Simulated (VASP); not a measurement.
Write the native input for VASP 6.6.1 that does the following.

```
Task                   : relaxation of cell and atoms
Functional             : r2SCAN
Potentials or basis    : VASP PAW PBE potentials, release 64 (Bi_d, Te)
Cutoff                 : 600 eV
k mesh                 : 7 × 7 × 7
Occupations            : fermi-dirac, width 0.05 eV
Spin                   : no spin polarisation
Dipole correction      : no
Further INCAR settings : ALGO = Normal; EDIFF = 1e-06; IBRION = 2; EDIFFG = -0.01; NSW = 60; ISIF = 3
```

BiTe:

```
Bi Te
1.0
     2.42271    1.39875    3.31729
    -2.42271    1.39875    3.31729
     0.00000   -2.79750    3.31729
Bi Te
1 1
Cartesian
  0.0000 0.0000 4.9759
  0.0000 0.0000 0.0000
```

One way to write it, as run:

POSCAR

```
BiTe
1.0
    2.4227077728      1.3987509848      3.3172919545
   -2.4227077728      1.3987509848      3.3172919545
    0.0000000000     -2.7975019696      3.3172919545
Bi Te
1 1
Direct
    0.5000000000      0.5000000000      0.5000000000
    0.0000000000      0.0000000000      0.0000000000
```

INCAR.step1

```
SYSTEM = BiTe
  PREC = Accurate
  ENCUT = 600
  ISMEAR = -1
  SIGMA = 0.05
  LREAL = .FALSE.
  LASPH = .TRUE.
  NELM = 60
  GGA = PE
  ALGO = Normal
  EDIFF = 1E-4
  LWAVE = .TRUE.
  LCHARG = .FALSE.
```

INCAR.step2

```
SYSTEM = BiTe
  PREC = Accurate
  ENCUT = 600
  EDIFF = 1E-6
  ISMEAR = -1
  SIGMA = 0.05
  LREAL = .FALSE.
  LASPH = .TRUE.
  NELM = 60
  ALGO = Normal
  ISIF = 3
  LWAVE = .FALSE.
  LCHARG = .FALSE.
  METAGGA = R2SCAN
  LMIXTAU = .TRUE.
  IBRION = 2
  NSW = 60
  EDIFFG = -0.01
  ISTART = 1
```

KPOINTS

```
Automatic mesh
0
G
  7 7 7
  0 0 0
```

Potentials or basis: VASP PAW PBE potentials, release 64 (Bi_d, Te).

Launch:

```sh
$ cat potpaw_PBE.64/Bi_d/POTCAR potpaw_PBE.64/Te/POTCAR > POTCAR
$ cp INCAR.step1 INCAR
$ mpirun -np 1 vasp_std > vasp.out
$ cp INCAR.step2 INCAR
$ mpirun -np 1 vasp_std > vasp.out
```

Results of the run:

```json
{"Relaxed volume": "33.33 Å³/atom", "Relaxed cell": "a = 4.323 Å, b = 4.323 Å, c = 4.323 Å, α = 67.83°, β = 67.83°, γ = 67.83°", "Space group after relaxing (to 0.1 Å)": "R-3m (No. 166)", "Energy gained by relaxing": "0.8 meV/atom", "Ionic steps": "3", "Pressure after relaxing": "0.0 GPa", "Band gap on the k mesh": "zero (an odd number of electrons rules out a gap without spin polarisation)"}
```

Caveat: the PAW data sets were made with another functional, which shifts forces and pressure a little; spin-orbit coupling is left out, which moves the levels of the heavy elements.

Run time: 12 min on 1 thread of Intel Xeon 8259CL (shared host), peak memory 0.27 GiB.
